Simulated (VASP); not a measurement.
# Au (Fm-3m) in VASP: settings compared, part 3 of 3

VASP 6.6.1. The steps go on from the part before.

## Step 5: Relaxation of cell and atoms, PBE, non-collinear spin, zero start, spin-orbit coupling (17.19 Å³/atom)

This run uses another cell than the first one, of 17.19 Å³/atom.

File POSCAR:

```
Au
1.0
    0.0000000000      2.0484772140      2.0484772140
    2.0484772140      0.0000000000      2.0484772140
    2.0484772140      2.0484772140      0.0000000000
Au
1
Direct
    0.0000000000      0.0000000000      0.0000000000
```

File INCAR.step1:

```
ALGO = Normal ; EDIFF = 1E-7
EDIFFG = -0.002 ; ENCUT = 650
GGA = PE ; GGA_COMPAT = False
IBRION = 2 ; ISIF = 3
ISMEAR = 1 ; KPAR = 2
LASPH = True ; LCHARG = False
LMAXMIX = 4 ; LORBIT = 11
LREAL = False ; LSORBIT = True
LWAVE = False ; MAGMOM = 0 0 0
NELM = 200 ; NELMIN = 4
NSW = 80 ; POTIM = 0.5
PREC = Accurate ; SIGMA = 0.05
```

File INCAR.step4:

```
ALGO = Normal ; EDIFF = 1E-7
ENCUT = 650 ; GGA = PE
GGA_COMPAT = False ; ISIF = 2
ISMEAR = 1 ; KPAR = 2
LASPH = True ; LCHARG = False
LMAXMIX = 4 ; LORBIT = 11
LREAL = False ; LSORBIT = True
LWAVE = False ; MAGMOM = 0 0 0
NELM = 200 ; PREC = Accurate
SIGMA = 0.05
```

File KPOINTS:

```
Automatic mesh
0
Gamma
  15 15 15
  0 0 0
```

Potentials or basis: VASP PAW PBE potentials, release 64 (Au).

Command:

```sh
> cat potpaw_PBE.64/Au/POTCAR > POTCAR
> cp INCAR.step1 INCAR
> cp POSCAR.step1 POSCAR
> mpirun -np 2 vasp_ncl > vasp.out
> cp CONTCAR POSCAR
> mpirun -np 2 vasp_ncl > vasp.out
> cp CONTCAR POSCAR
> mpirun -np 2 vasp_ncl > vasp.out
> cp CONTCAR POSCAR
> cp INCAR.step4 INCAR
> mpirun -np 2 vasp_ncl > vasp.out
```

OUTCAR:

```text
EDIFF = 1E-7
   ENCUT = 650
   GGA = PE
   ISIF = 2
   ISMEAR = 1
   LASPH = True
   LORBIT = 11
   LREAL = False
   LSORBIT = True
   NELM = 200
   PREC = Accurate

 ion  position               nearest neighbor table
   1  0.000  0.000  0.000-

  LATTYP: Found a face centered cubic cell.
 ALAT       =     4.1455198592

  Lattice vectors:

 A1 = (   0.0000000000,   2.0727599296,   2.0727599296)
 A2 = (   2.0727599296,   0.0000000000,   2.0727599296)
 A3 = (   2.0727599296,   2.0727599296,   0.0000000000)

Analysis of symmetry for initial positions (statically):
=====================================================================
 Subroutine PRICEL returns:
 Original cell was already a primitive cell.

 Routine SETGRP: Setting up the symmetry group for a
 face centered cubic supercell.

 Subroutine GETGRP returns: Found 48 space group operations
 (whereof 48 operations were pure point group operations)
 out of a pool of 48 trial point group operations.

The static configuration has the point symmetry O_h .

Analysis of symmetry for dynamics (positions and initial velocities):
=====================================================================
 Subroutine PRICEL returns:
 Original cell was already a primitive cell.

 Routine SETGRP: Setting up the symmetry group for a
 face centered cubic supercell.

 Subroutine GETGRP returns: Found 48 space group operations
 (whereof 48 operations were pure point group operations)
 out of a pool of 48 trial point group operations.

The dynamic configuration has the point symmetry O_h .

Analysis of structural, dynamic, and magnetic symmetry:
=====================================================================
 Subroutine PRICEL returns:
 Original cell was already a primitive cell.

 Routine SETGRP: Setting up the symmetry group for a
 face centered cubic supercell.

 Subroutine GETGRP returns: Found 48 space group operations
 (whereof 48 operations were pure point group operations)
 out of a pool of 48 trial point group operations.

The overall configuration has the point symmetry O_h .

 Subroutine INISYM returns: Found 48 space group operations
 (whereof 48 operations are pure point group operations),
 and found     1 'primitive' translations

----------------------------------------------------------------------------------------

                                     Primitive cell

  volume of cell :      17.8105

  direct lattice vectors                    reciprocal lattice vectors
     0.000000000  2.072759930  2.072759930    -0.241224270  0.241224270  0.241224270
     2.072759930  0.000000000  2.072759930     0.241224270 -0.241224270  0.241224270
     2.072759930  2.072759930  0.000000000     0.241224270  0.241224270 -0.241224270

  length of vectors
     2.931325204  2.931325204  2.931325204     0.417812691  0.417812691  0.417812691

  position of ions in fractional coordinates (direct lattice)
     0.000000000  0.000000000  0.000000000

  ion indices of the primitive-cell ions
   primitive index   ion index
                 1           1
[... 77 lines left out ...]
   NFREE  =      0    steps in history (QN), initial steepest desc. (CG)
   ISIF   =      2    stress and relaxation
   ISYM   =      2    0-nonsym 1-usesym 2-fastsym
   POTIM  = 0.5000    time-step for ionic-motion
   TEBEG  =    0.0;   TEEND  =   0.0 temperature during run

   SCALEE = 1.0000    scale energy and forces
   PSTRESS=    0.0 pullay stress
   NELECT =      11.0000    total number of electrons
   NUPDOWN=      -1.0000    fix difference up-down
   EMIN   =  10.00;   EMAX   =-10.00  energy-range for DOS
   EFERMI =   0.00;   METHOD = LEGACY
   ISMEAR =     1;   SIGMA  =   0.05  broadening in eV -4-tet -1-fermi 0-gaus
   EFERMI_NEDOS =   21; number of points for ismear=-14 and -15
   IALGO  =     38    algorithm
   IMIX   =      4    mixing-type and parameters
     AMIX     =   0.40;   BMIX     =  1.00
     AMIX_MAG =   1.60;   BMIX_MAG =  1.00
  volume/ion in A,a.u.               =      17.81       120.19
  Fermi-wavevector in a.u.,A,eV,Ry     =   1.394162  2.634585 26.445494  1.943689
  Thomas-Fermi vector in A             =   2.517738
   LORBIT       =     11    0 simple, 1 ext, 2 COOP (PROOUT), +10 PAW based schemes
   GGA     = PE    functional components
   LHFCALC =     F    Hartree Fock is set to
   AEXX    =    0.0000 exact exchange contribution
   IVDW    =     0    specifies the selected vdW correction
   LEPSILON=     F    determine dielectric tensor
   LRPA    =     F    only Hartree local field effects (RPA)

   CSHIFT  =0.1000    complex shift for real part using Kramers Kronig

   OMEGAMAX=  -1.0    maximum frequency
 Methfessel and Paxton  Order N= 1 SIGMA  =   0.05
  energy-cutoff  :      650.00
  volume of cell :       17.81
 maximum number of plane-waves:      1362
   NGX = 13   NGY = 13   NGZ = 13

 number of electron      11.0000000 magnetization       0.0000000      0.0000000      0.0000000

 number of electron      11.0000002 magnetization      -0.0000000      0.0000000     -0.0000000

 number of electron      11.0000002 magnetization       0.0000000     -0.0000000      0.0000000

 Free energy of the ion-electron system (eV)
  ---------------------------------------------------
  ext. energy  EPLUGINS =         0.00000000
  ---------------------------------------------------
  free energy    TOTEN  =        -3.50392992 eV

  energy without entropy =       -3.50370020  energy(sigma->0) =       -3.50385334

 E-fermi :   8.9806     XC(G=0): -12.4632

 val. band max:        8.9639953377   @ k =  -0.2667   0.2667   0.0000
 cond. band min:       8.9917098382   @ k =  -0.3333   0.2000   0.0000
 fundamental gap:      0.0277145005
 Fermi energy:         8.9806008639

 k-point     1 :       0.0000    0.0000    0.0000
  band No.  band energies     occupation
      1      -0.6452      1.00000
      2      -0.6452      1.00000
      3       3.6429      1.00000
      4       3.6429      1.00000
      5       3.6429      1.00000
      6       3.6429      1.00000
[... 481 lines left out ...]
      5       3.9260      1.00000
      6       3.9260      1.00000
[... 10 lines left out ...]
     17      25.3468      0.00000
     18      25.3468      0.00000

 [... further k-points ...]
[... 5 lines left out ...]
  --------------------------------------------------------------------------------------
  -------------------------------------------------------------------------------------
  Total        0.0016989      0.0016989      0.0016989      0.0000000      0.0000000     -0.0000000
  in kB        0.1528255      0.1528255      0.1528255      0.0000000      0.0000000     -0.0000000
  external PRESSURE =       0.1528255 kB  Pullay stress =       0.0000000 kB

 VOLUME and BASIS-vectors are now :
 -----------------------------------------------------------------------------
  energy-cutoff  :      650.00
  volume of cell :       17.81
      direct lattice vectors                 reciprocal lattice vectors
     0.000000000  2.072759930  2.072759930    -0.241224270  0.241224270  0.241224270
     2.072759930  0.000000000  2.072759930     0.241224270 -0.241224270  0.241224270
     2.072759930  2.072759930  0.000000000     0.241224270  0.241224270 -0.241224270

 POSITION                                       TOTAL-FORCE (eV/Angst)
 -----------------------------------------------------------------------------------
      0.00000      0.00000      0.00000         0.000000      0.000000     -0.000000
 -----------------------------------------------------------------------------------
    total drift:                               -0.000000      0.000000      0.000000

  FREE ENERGIE OF THE ION-ELECTRON SYSTEM (eV)
  ---------------------------------------------------
  free  energy   TOTEN  =        -3.5039299153 eV

  energy  without entropy=       -3.5037001987  energy(sigma->0) =       -3.50385334

 Spin-Orbit-Coupling matrix elements

 Ion:    1  E_soc:     -0.5737043
 l=   1
     0.0000000    -0.0244953    -0.0244953
    -0.0244953     0.0000000    -0.0244953
    -0.0244953    -0.0244953     0.0000000
 l=   2
     0.0000000    -0.0154605     0.0000000    -0.0154605    -0.0556616
    -0.0154605     0.0000000    -0.0417462    -0.0154605    -0.0139154
     0.0000000    -0.0417462     0.0000000    -0.0417462     0.0000000
    -0.0154605    -0.0154605    -0.0417462     0.0000000    -0.0139154
    -0.0556616    -0.0139154     0.0000000    -0.0139154     0.0000000
 l=   3
     0.0000000     0.0000000     0.0000000     0.0000000     0.0000000     0.0000000     0.0000000
     0.0000000     0.0000000     0.0000000     0.0000000     0.0000000     0.0000000     0.0000000
     0.0000000     0.0000000     0.0000000     0.0000000     0.0000000     0.0000000     0.0000000
     0.0000000     0.0000000     0.0000000     0.0000000     0.0000000     0.0000000     0.0000000
     0.0000000     0.0000000     0.0000000     0.0000000     0.0000000     0.0000000     0.0000000
     0.0000000     0.0000000     0.0000000     0.0000000     0.0000000     0.0000000     0.0000000
     0.0000000     0.0000000     0.0000000     0.0000000     0.0000000     0.0000000     0.0000000

 total charge

# of ion       s       p       d       tot
------------------------------------------
    1        0.527   0.338   8.737   9.602

 magnetization (x)

# of ion       s       p       d       tot
------------------------------------------
    1        0.000  -0.000   0.000   0.000

 magnetization (y)

# of ion       s       p       d       tot
------------------------------------------
    1        0.000   0.000   0.000   0.000

 magnetization (z)

# of ion       s       p       d       tot
------------------------------------------
    1        0.000  -0.000   0.000  -0.000
```

Run time: 4.9 min. Hardware: 2 MPI ranks of AMD EPYC 7R13 (Zen 3), shared host; peak memory 0.23 GiB.

Results:

```
Free energy                                           : -3.5039 eV
Relaxed volume                                        : 17.81 Å³/atom
Relaxed cell                                          : a = 2.931 Å, b = 2.931 Å, c = 2.931 Å, α = 60.00°, β = 60.00°, γ = 60.00°
Space group after relaxing (to 0.1 Å)                 : Fm-3m (No. 225)
Energy gained by relaxing                             : 10.4 meV/atom
Ionic steps                                           : 18
Pressure after relaxing                               : 0.0 GPa
Net moment                                            : 0.00 μB per cell
Valence electrons inside the program's atomic spheres : Au 9.60
```

The path:
```tsv
step	energy change (eV)	largest force (eV/Å)	pressure (GPa)	volume (Å³)
1	0.0000	0.0000	5.57	17.19
2	0.0084	0.0000	-6.25	18.72
3	-0.0103	0.0000	-0.04	17.82
4	-0.0103	0.0000	0.06	17.80
5	-0.0103	0.0000	0.06	17.80
6	-0.0103	0.0000	0.05	17.81
7	-0.0103	0.0000	0.05	17.81
8	-0.0103	0.0000	0.05	17.81
9	-0.0103	0.0000	0.05	17.81
10	-0.0103	0.0000	0.05	17.81
11	-0.0103	0.0000	0.05	17.81
12	-0.0103	0.0000	0.05	17.81
13	-0.0103	0.0000	0.05	17.81
14	-0.0103	0.0000	0.04	17.81
15	-0.0103	0.0000	0.03	17.81
16	-0.0103	0.0000	0.01	17.81
17	-0.0104	0.0000	0.02	17.81
18	-0.0104	0.0000	0.02	17.81
```

Final structure:
```
Au
1.0
     0.00000    2.07276    2.07276
     2.07276    0.00000    2.07276
     2.07276    2.07276    0.00000
Au
1
Direct
  0.00000 0.00000 0.00000
```

Moments on the atoms (μB; x, y, z):
```
Au  0.00 0.00 0.00
```

PBE usually gives volumes a little too large and moduli too small. Zero-point motion and thermal expansion aren't in these numbers.

## Step 6: Overview

```tsv
task	level	spin	cell	k mesh	cutoff (eV)	smearing	dipole correction	grid for exact exchange (PRECFOCK)	share of exact exchange	screening parameter	tolerance level	gap on the mesh (eV)	pressure (GPa)
single point	PBE0	off	a = 2.819 Å, angles 60.0°, 1 atom	6 × 6 × 6	520	fermi-dirac 0.05 eV	no	Normal	0.25	-	-	none	22.9
single point	HSE06	off	a = 2.839 Å, angles 60.0°, 1 atom	6 × 6 × 6	520	fermi-dirac 0.05 eV	no	Normal	0.25	0.2079 1/Å	-	none	17.2
single point	PBE0	off	a = 2.839 Å, angles 60.0°, 1 atom	6 × 6 × 6	520	fermi-dirac 0.05 eV	no	Normal	0.25	-	-	none	17.5
relaxation of cell and atoms	PBE	non-collinear, zero start, SOC	relaxed from a = 2.897 Å, angles 60.0°, 1 atom	15 × 15 × 15	650	methfessel-paxton 0.05 eV	-	-	-	-	tight	-	0.0
```

Alike in all rows: potentials or basis VASP PAW PBE potentials, release 64 (Au).

Caveats: some runs use coarse meshes; the PAW data sets were made with another functional, which shifts forces and pressure a little (at least some runs); spin-orbit coupling is left out, which moves the levels of the heavy elements (at least some runs).

Total energies depend on the potentials used, so only differences within one code and one set of settings carry meaning.

The gap in the log of VASP goes by the Fermi energy; the results here count the filled bands.